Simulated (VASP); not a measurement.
# CdS (Hawleyite) (F-43m) in VASP: notebook

Runs on CdS (Hawleyite). Level: PBE. Tasks: single point.

All numbers are computed with VASP 6.6.1; they aren't measurements. Logs are shortened: lines on timing, memory, paths and dates and some standing lists are left out, and cuts for length are marked.

## 1. The cell of the first run

The structure is cubic, space group F-43m (No. 216). Conventional cell: a = 5.794 Å, b = 5.794 Å, c = 5.794 Å, α = 90.00°, β = 90.00°, γ = 90.00°. Within 3.3 Å of Cd (site symmetry -43m) lie 4 S at 2.51 Å. Within 3.3 Å of S (site symmetry -43m) lie 4 Cd at 2.51 Å.

## 2. Single point, PBE

The input, INCAR:

```
PREC     = Accurate       # precision mode
ENCUT    = 520            # plane-wave cutoff, eV
EDIFF    = 1E-6           # SCF threshold, eV
ISMEAR   = 0              # smearing method
SIGMA    = 0.01           # smearing width, eV
LREAL    = F              # projectors in reciprocal space
LASPH    = T              # aspherical terms in the spheres
NELM     = 80             # most SCF steps
ALGO     = Normal         # electronic algorithm
ISIF     = 2              # what is computed and relaxed
LWAVE    = F              # write WAVECAR
LCHARG   = T              # write CHGCAR
GGA      = PE             # functional
LELF     = T              # ELF
LVHAR    = T            
NBANDS   = 16             # bands
```

The input, KPOINTS:

```
Automatic mesh
0
Gamma
  6 6 6
```

The input, POSCAR:

```
CdS
1.0
    0.0000000000      2.8969255847      2.8969255847
    2.8969255847      0.0000000000      2.8969255847
    2.8969255847      2.8969255847      0.0000000000
Cd S
1 1
Direct
    0.0000000000      0.0000000000      0.0000000000
    0.2500000000      0.2500000000      0.2500000000
```

Potentials or basis: VASP PAW PBE potentials, release 64 (Cd, S).

Launch:

```sh
$ cat potpaw_PBE.64/Cd/POTCAR potpaw_PBE.64/S/POTCAR > POTCAR
$ mpirun -np 1 vasp_std > vasp.out
```

OUTCAR:

```text
PREC = Accurate
   ENCUT = 520
   EDIFF = 1E-6
   ISMEAR = 0
   LREAL = F
   LASPH = T
   NELM = 80
   ISIF = 2
   GGA = PE

 ion  position               nearest neighbor table
   1  0.000  0.000  0.000-   2 2.51   2 2.51   2 2.51   2 2.51
   2  0.250  0.250  0.250-   1 2.51   1 2.51   1 2.51   1 2.51

  LATTYP: Found a face centered cubic cell.
 ALAT       =     5.7938511694

  Lattice vectors:

 A1 = (   0.0000000000,   2.8969255847,   2.8969255847)
 A2 = (   2.8969255847,   0.0000000000,   2.8969255847)
 A3 = (   2.8969255847,   2.8969255847,   0.0000000000)

Analysis of symmetry for initial positions (statically):
=====================================================================
 Subroutine PRICEL returns:
 Original cell was already a primitive cell.

 Routine SETGRP: Setting up the symmetry group for a
 face centered cubic supercell.

 Subroutine GETGRP returns: Found 24 space group operations
 (whereof 24 operations were pure point group operations)
 out of a pool of 48 trial point group operations.

The static configuration has the point symmetry T_d .

Analysis of symmetry for dynamics (positions and initial velocities):
=====================================================================
 Subroutine PRICEL returns:
 Original cell was already a primitive cell.

 Routine SETGRP: Setting up the symmetry group for a
 face centered cubic supercell.

 Subroutine GETGRP returns: Found 24 space group operations
 (whereof 24 operations were pure point group operations)
 out of a pool of 48 trial point group operations.

The dynamic configuration has the point symmetry T_d .

 Subroutine INISYM returns: Found 24 space group operations
 (whereof 24 operations are pure point group operations),
 and found     1 'primitive' translations

----------------------------------------------------------------------------------------

                                     Primitive cell

  volume of cell :      48.6230

  direct lattice vectors                    reciprocal lattice vectors
     0.000000000  2.896925585  2.896925585    -0.172596770  0.172596770  0.172596770
     2.896925585  0.000000000  2.896925585     0.172596770 -0.172596770  0.172596770
     2.896925585  2.896925585  0.000000000     0.172596770  0.172596770 -0.172596770

  length of vectors
     4.096871451  4.096871451  4.096871451     0.298946376  0.298946376  0.298946376

  position of ions in fractional coordinates (direct lattice)
     0.000000000  0.000000000  0.000000000
     0.250000000  0.250000000  0.250000000

  ion indices of the primitive-cell ions
   primitive index   ion index
                 1           1
                 2           2

----------------------------------------------------------------------------------------

 KPOINTS: Automatic mesh

Automatic generation of k-mesh.
 Grid dimensions read from file:
 generate k-points for:    6    6    6

 Generating k-lattice:

  Cartesian coordinates                     Fractional coordinates (reciprocal lattice)
    -0.028766128  0.028766128  0.028766128     0.166666667  0.000000000  0.000000000
     0.028766128 -0.028766128  0.028766128     0.000000000  0.166666667  0.000000000
     0.028766128  0.028766128 -0.028766128     0.000000000  0.000000000  0.166666667

  Length of vectors
     0.049824396  0.049824396  0.049824396

  Shift w.r.t. Gamma in fractional coordinates (k-lattice)
     0.000000000  0.000000000  0.000000000

 Subroutine IBZKPT returns following result:
 ===========================================

 Found     16 irreducible k-points:

 Following reciprocal coordinates:
            Coordinates               Weight
  0.000000  0.000000  0.000000      1.000000
  0.166667  0.000000  0.000000      8.000000
  0.333333  0.000000  0.000000      8.000000
  0.500000  0.000000  0.000000      4.000000
  0.166667  0.166667  0.000000      6.000000
  0.333333  0.166667  0.000000     24.000000
[... 8 lines left out ...]
 -0.333333  0.333333  0.166667     24.000000
 -0.333333  0.500000  0.166667     12.000000
   k-points           NKPTS =     16   k-points in BZ     NKDIM =     16   number of bands    NBANDS=     16
   number of dos      NEDOS =    301   number of ions     NIONS =      2
   total plane-waves  NPLWV =  27000
   dimension x,y,z NGX =    30 NGY =   30 NGZ =   30
   dimension x,y,z NGXF=    60 NGYF=   60 NGZF=   60
   ions per type =               1   1
   NGX,Y,Z   is equivalent  to a cutoff of  12.17, 12.17, 12.17 a.u.
   NGXF,Y,Z  is equivalent  to a cutoff of  24.35, 24.35, 24.35 a.u.
 SYSTEM =  unknown system
   PREC   = accura    normal or accurate (medium, high low for compatibility)
   ISTART =      0    job   : 0-new  1-cont  2-samecut
   ICHARG =      2    charge: 1-file 2-atom 10-const
   ISPIN  =      1    spin polarized calculation?
   LNONCOLLINEAR =      F non collinear calculations
   LSORBIT =      F    spin-orbit coupling
   LASPH  =      T    aspherical Exc in radial PAW
   ENCUT  =  520.0 eV  38.22 Ry    6.18 a.u.   7.62  7.62  7.62*2*pi/ulx,y,z
   NELM   =     80;   NELMIN=  2; NELMDL= -5     # of ELM steps
   EDIFF  = 0.1E-05   stopping-criterion for ELM
   LREAL  =      F    real-space projection
   EDIFFG = 0.1E-04   stopping-criterion for IOM
   NSW    =      0    number of steps for IOM
   IBRION =     -1    ionic relax: 0-MD 1-quasi-New 2-CG
   NFREE  =      0    steps in history (QN), initial steepest desc. (CG)
   ISIF   =      2    stress and relaxation
   ISYM   =      2    0-nonsym 1-usesym 2-fastsym
   POTIM  = 0.5000    time-step for ionic-motion
   TEBEG  =    0.0;   TEEND  =   0.0 temperature during run
   PSTRESS=    0.0 pullay stress
   NELECT =      18.0000    total number of electrons
   NUPDOWN=      -1.0000    fix difference up-down
   EMIN   =  10.00;   EMAX   =-10.00  energy-range for DOS
   EFERMI =   0.00;   METHOD = LEGACY
   ISMEAR =     0;   SIGMA  =   0.01  broadening in eV -4-tet -1-fermi 0-gaus
   EFERMI_NEDOS =   21; number of points for ismear=-14 and -15
   IALGO  =     38    algorithm
   IMIX   =      4    mixing-type and parameters
     AMIX     =   0.40;   BMIX     =  1.00
     AMIX_MAG =   1.60;   BMIX_MAG =  1.00
  volume/ion in A,a.u.               =      24.31       164.06
  Fermi-wavevector in a.u.,A,eV,Ry     =   1.175488  2.221351 18.800161  1.381773
  Thomas-Fermi vector in A             =   2.311868
   LORBIT       =      0    0 simple, 1 ext, 2 COOP (PROOUT), +10 PAW based schemes
   GGA     = PE    functional components
   LHFCALC =     F    Hartree Fock is set to
   AEXX    =    0.0000 exact exchange contribution
   IVDW    =     0    specifies the selected vdW correction
   LEPSILON=     F    determine dielectric tensor
   LRPA    =     F    only Hartree local field effects (RPA)
 non-spin polarized calculation
 Gauss-broadening in eV      SIGMA  =   0.01
  energy-cutoff  :      520.00
  volume of cell :       48.62
 maximum number of plane-waves:      1363
   NGX = 15   NGY = 15   NGZ = 15

 number of electron      18.0000008 magnetization

 Free energy of the ion-electron system (eV)
  ---------------------------------------------------
  ext. energy  EPLUGINS =         0.00000000
  ---------------------------------------------------
  free energy    TOTEN  =        -6.09465531 eV

  energy without entropy =       -6.09465531  energy(sigma->0) =       -6.09465531

 E-fermi :   1.6119     XC(G=0):  -9.2439

 val. band max:        1.4927391660   @ k =   0.0000   0.0000   0.0000
 cond. band min:       2.6854650087   @ k =   0.0000   0.0000   0.0000
 fundamental gap:      1.1927258427
 Fermi energy:         1.6119053529

 k-point     1 :       0.0000    0.0000    0.0000
  band No.  band energies     occupation
      1     -11.0036      2.00000
      2      -6.3139      2.00000
      3      -6.3139      2.00000
      4      -6.3139      2.00000
      5      -5.8059      2.00000
      6      -5.8059      2.00000
[... 8 lines left out ...]
     15      13.0020      0.00000
     16      13.0426      0.00000

 k-point     2 :       0.1667    0.0000    0.0000
  band No.  band energies     occupation
      1     -10.8926      2.00000
      2      -6.2742      2.00000
      3      -6.2742      2.00000
      4      -6.2126      2.00000
      5      -5.8068      2.00000
      6      -5.8068      2.00000
[... 8 lines left out ...]
     15      12.2058      0.00000
     16      13.4013      0.00000

 k-point     3 :       0.3333    0.0000    0.0000
  band No.  band energies     occupation
      1     -10.6695      2.00000
      2      -6.2093      2.00000
      3      -6.2093      2.00000
      4      -5.8266      2.00000
      5      -5.7883      2.00000
      6      -5.7883      2.00000
[... 8 lines left out ...]
     15      12.6364      0.00000
     16      12.6364      0.00000

 k-point     4 :       0.5000    0.0000    0.0000
  band No.  band energies     occupation
      1     -10.5588      2.00000
      2      -6.1871      2.00000
      3      -6.1871      2.00000
      4      -5.7658      2.00000
      5      -5.7658      2.00000
      6      -5.4075      2.00000
[... 8 lines left out ...]
     15      14.0865      0.00000
     16      14.0865      0.00000

 k-point     5 :       0.1667    0.1667    0.0000
  band No.  band energies     occupation
      1     -10.8561      2.00000
      2      -6.2354      2.00000
      3      -6.2333      2.00000
      4      -6.2333      2.00000
      5      -5.8323      2.00000
      6      -5.7829      2.00000
[... 8 lines left out ...]
     15      13.1741      0.00000
     16      15.0586      0.00000

 k-point     6 :       0.3333    0.1667    0.0000
  band No.  band energies     occupation
      1     -10.6715      2.00000
      2      -6.1922      2.00000
      3      -6.1557      2.00000
      4      -5.9962      2.00000
      5      -5.7837      2.00000
      6      -5.7619      2.00000
[... 8 lines left out ...]
     15      13.3907      0.00000
     16      14.5643      0.00000

 k-point     7 :       0.5000    0.1667    0.0000
  band No.  band energies     occupation
      1     -10.5256      2.00000
      2      -6.1640      2.00000
      3      -6.1254      2.00000
      4      -5.8402      2.00000
      5      -5.7592      2.00000
      6      -5.3913      2.00000
[... 8 lines left out ...]
     15      14.1398      0.00000
     16      14.4575      0.00000

 k-point     8 :      -0.3333    0.1667    0.0000
  band No.  band energies     occupation
      1     -10.5617      2.00000
      2      -6.1643      2.00000
      3      -6.1525      2.00000
      4      -5.8127      2.00000
      5      -5.8039      2.00000
      6      -5.5217      2.00000
[... 8 lines left out ...]
     15      13.6990      0.00000
     16      14.4710      0.00000

 k-point     9 :      -0.1667    0.1667    0.0000
  band No.  band energies     occupation
      1     -10.7447      2.00000
      2      -6.2268      2.00000
      3      -6.2037      2.00000
      4      -6.0420      2.00000
      5      -5.8269      2.00000
      6      -5.7678      2.00000
[... 8 lines left out ...]
     15      12.8950      0.00000
     16      14.9536      0.00000

 k-point    10 :       0.3333    0.3333    0.0000
  band No.  band energies     occupation
      1     -10.5634      2.00000
      2      -6.0847      2.00000
      3      -6.0500      2.00000
      4      -6.0500      2.00000
      5      -5.7365      2.00000
      6      -5.6978      2.00000
[... 8 lines left out ...]
     15      13.5943      0.00000
     16      17.0855      0.00000

 k-point    11 :       0.5000    0.3333    0.0000
  band No.  band energies     occupation
      1     -10.4570      2.00000
      2      -6.0986      2.00000
      3      -6.0016      2.00000
      4      -5.9495      2.00000
      5      -5.7359      2.00000
      6      -5.3593      2.00000
[... 8 lines left out ...]
     15      14.2397      0.00000
     16      15.2645      0.00000

 k-point    12 :      -0.3333    0.3333    0.0000
  band No.  band energies     occupation
      1     -10.4573      2.00000
      2      -6.1247      2.00000
      3      -6.0456      2.00000
      4      -5.8605      2.00000
      5      -5.7823      2.00000
      6      -5.2240      2.00000
[... 8 lines left out ...]
     15      12.9111      0.00000
     16      16.2747      0.00000

 k-point    13 :       0.5000    0.5000    0.0000
  band No.  band energies     occupation
      1     -10.4216      2.00000
      2      -6.0948      2.00000
      3      -5.9443      2.00000
      4      -5.9443      2.00000
      5      -5.7132      2.00000
      6      -5.3415      2.00000
[... 8 lines left out ...]
     15      13.8622      0.00000
     16      15.0417      0.00000

 k-point    14 :       0.5000    0.3333    0.1667
  band No.  band energies     occupation
      1     -10.5274      2.00000
      2      -6.1149      2.00000
      3      -6.1070      2.00000
      4      -5.9113      2.00000
      5      -5.7641      2.00000
      6      -5.5067      2.00000
[... 8 lines left out ...]
     15      14.5850      0.00000
     16      14.8114      0.00000

 k-point    15 :      -0.3333    0.3333    0.1667
  band No.  band energies     occupation
      1     -10.4573      2.00000
      2      -6.1114      2.00000
      3      -6.0652      2.00000
      4      -5.8499      2.00000
      5      -5.7871      2.00000
      6      -5.2211      2.00000
[... 8 lines left out ...]
     15      14.0499      0.00000
     16      14.8904      0.00000

 k-point    16 :      -0.3333    0.5000    0.1667
  band No.  band energies     occupation
      1     -10.4230      2.00000
      2      -6.0766      2.00000
      3      -6.0247      2.00000
      4      -5.8891      2.00000
      5      -5.7617      2.00000
      6      -5.1885      2.00000
[... 8 lines left out ...]
     15      14.7560      0.00000
     16      14.8856      0.00000

------------------------ aborting loop because EDIFF is reached ----------------------------------------

  FORCE on cell =-STRESS in cart. coord.  units (eV):
  Direction    XX          YY          ZZ          XY          YZ          ZX
  --------------------------------------------------------------------------------------
  -------------------------------------------------------------------------------------
  Total        1.4102526      1.4102526      1.4102526     -0.0000000      0.0000000     -0.0000000
  in kB       46.4692286     46.4692286     46.4692286     -0.0000000      0.0000000     -0.0000000
  external PRESSURE =      46.4692286 kB  Pullay stress =       0.0000000 kB

 VOLUME and BASIS-vectors are now :
 -----------------------------------------------------------------------------
  energy-cutoff  :      520.00
  volume of cell :       48.62
      direct lattice vectors                 reciprocal lattice vectors
     0.000000000  2.896925585  2.896925585    -0.172596770  0.172596770  0.172596770
     2.896925585  0.000000000  2.896925585     0.172596770 -0.172596770  0.172596770
     2.896925585  2.896925585  0.000000000     0.172596770  0.172596770 -0.172596770

 POSITION                                       TOTAL-FORCE (eV/Angst)
 -----------------------------------------------------------------------------------
      0.00000      0.00000      0.00000        -0.000000     -0.000000      0.000000
      1.44846      1.44846      1.44846         0.000000      0.000000     -0.000000
 -----------------------------------------------------------------------------------
    total drift:                               -0.000001     -0.000001     -0.000001

  FREE ENERGIE OF THE ION-ELECTRON SYSTEM (eV)
  ---------------------------------------------------
  free  energy   TOTEN  =        -6.0946553052 eV

  energy  without entropy=       -6.0946553052  energy(sigma->0) =       -6.09465531
```

Wall time 17 s (1 thread of Intel Xeon Platinum 8259CL at 2.50GHz (Skylake/Cascade Lake), shared host); peak memory 0.17 GiB.

Results:

| Item | Value |
| --- | --- |
| Free energy | -6.0947 eV |
| Pressure | 4.6 GPa |
| Band gap on the k mesh | 1.19 eV, direct |

Levels at points of the mesh, in eV from the valence-band top:
```
           k point  band 5  band 6  band 7  band 8  band 9  band 10  band 11  band 12  band 13  band 14
(0.00, 0.00, 0.00)   -7.30   -7.30    0.00    0.00    0.00     1.19     6.54     6.54     6.54    11.51
(0.50, 0.00, 0.00)   -7.26   -6.90   -4.53   -0.78   -0.78     3.04     7.01     7.01     7.54    11.15
(0.50, 0.50, 0.00)   -7.21   -6.83   -4.04   -1.95   -1.95     3.52     4.37     9.32    10.90    10.90
```

PBE gaps usually lie below the measured ones, often by a third to a half.

(Continued in part 2 of 2.)
